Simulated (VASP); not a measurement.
**Ge: electric field gradients with PBE**

The system is Ge.

```
Ge
1.0
     0.00000    2.82877    2.82877
     2.82877    0.00000    2.82877
     2.82877    2.82877    0.00000
Ge
2
Cartesian
  2.8288 2.8288 2.8288
  4.2432 4.2432 4.2432
```

```json
{"Program": "VASP 6.6.1", "Task": "electric field gradients", "Functional": "PBE", "Potentials or basis": "VASP PAW PBE potentials, release 64 (Ge_d)", "Cutoff": "520 eV", "k mesh": "11 × 11 × 11", "Occupations": "fermi-dirac, width 0.05 eV", "Spin": "non-collinear spin, zero start, spin-orbit coupling", "Starting moments": "[[0.0, 0.0, 0.0], [0.0, 0.0, 0.0]] μB", "Dipole correction": "no", "Further INCAR settings": "ALGO = Normal; EDIFF = 1e-08; NBANDS = 40"}
```

```
Pressure                                              : 3.6 GPa
Net moment                                            : 0.00 μB per cell
Valence electrons inside the program's atomic spheres : Ge 12.42
```

Moments on the atoms (μB; x, y, z):
```
Ge  0.00 0.00 0.00
Ge  0.00 0.00 0.00
```

Wall time 3.3 min on 1 thread of AMD EPYC 7R13 Processor (Zen 3), on a shared host, peak memory 0.31 GiB.

Caveat: without QUAD_EFG the Cq values of the log hold for a quadrupole moment of 1 mb, not for the nuclei.
